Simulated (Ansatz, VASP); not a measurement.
Ag in VASP and in Ansatz

Contents of POSCAR:

```
Ag
1.0
    0.0000000000      2.0151418859      2.0151418859
    2.0151418859      0.0000000000      2.0151418859
    2.0151418859      2.0151418859      0.0000000000
Ag
1
Direct
    0.0000000000      0.0000000000      0.0000000000
```

INCAR.step1

```
  PREC = Accurate
  ENCUT = 520
  EDIFF = 1E-5
  ISMEAR = -1
  SIGMA = 0.05
  LREAL = F
  LASPH = T
  NELM = 80
  ALGO = Normal
  ISIF = 2
  LWAVE = T
  GGA = PE
  NBANDS = 12
```

INCAR.step2

```
  PREC = Accurate
  ENCUT = 520
  EDIFF = 1E-6
  ISMEAR = -1
  SIGMA = 0.05
  LREAL = F
  LASPH = T
  NELM = 80
  ALGO = Normal
  ISIF = 2
  LWAVE = F
  LCHARG = T
  GGA = PE
  LHFCALC = T
  AEXX = 0.25
  HFSCREEN = 0.3
  PRECFOCK = Normal
  LELF = T
  LVHAR = T
  ISTART = 1
  NBANDS = 12
```

Contents of KPOINTS:

```
regular mesh
0
Gamma
  6 6 6
```

File input.yaml:

```yaml
crystal:
  lattice:
    - [0.0, 2.0151418859, 2.0151418859]
    - [2.0151418859, 0.0, 2.0151418859]
    - [2.0151418859, 2.0151418859, 0.0]
  atoms:
    - { symbol: Ag, position: [0.0, 0.0, 0.0] }
hamiltonian:
  xc: { exchange: pbe, correlation: pbe, exx: { coeff: 0.25, omega: 0.3 } }
  pseudopotentials: { kind: paw }
kpoints:
  mp_grid: { grid: [6, 6, 6] }
scf:
  occupations: { method: fermi_dirac, width: 0.05 }
output:
  forces: true
  stress: true
  eigenvalues: true
  write_density: true
  write_potential: true
  elf: true
  volumetric_format: npy
```

Alike in both runs: task single point; functional PBE-based screened hybrid; k mesh 6 × 6 × 6; occupations fermi-dirac, width 0.05 eV; no spin polarisation.

|  | VASP | Ansatz |
| --- | --- | --- |
| version | VASP 6.6.1 | Ansatz 0.2.0 |
| potentials or method | VASP PAW PBE potentials, release 64 (Ag) | Ansatz PAW |
| plane-wave cutoff (eV) | 520 | 420 |
| valence electrons in the cell | 11 | 19 |

```csv
,VASP,Ansatz,Ansatz less VASP
gap on the k mesh at the Fermi level (eV),none,none,-
pressure (GPa),10.0,10.0,0.00
```

VASP's potentials were made for PBE, not for PBE-based screened hybrid. A gap of «none» marks a metal or a gap that the smearing closes. VASP's potentials hold 11 valence electrons a cell and Ansatz's 19, so a difference there can come from the potentials and not from the codes.

The k mesh is coarse, so the values compare programs but aren't converged.
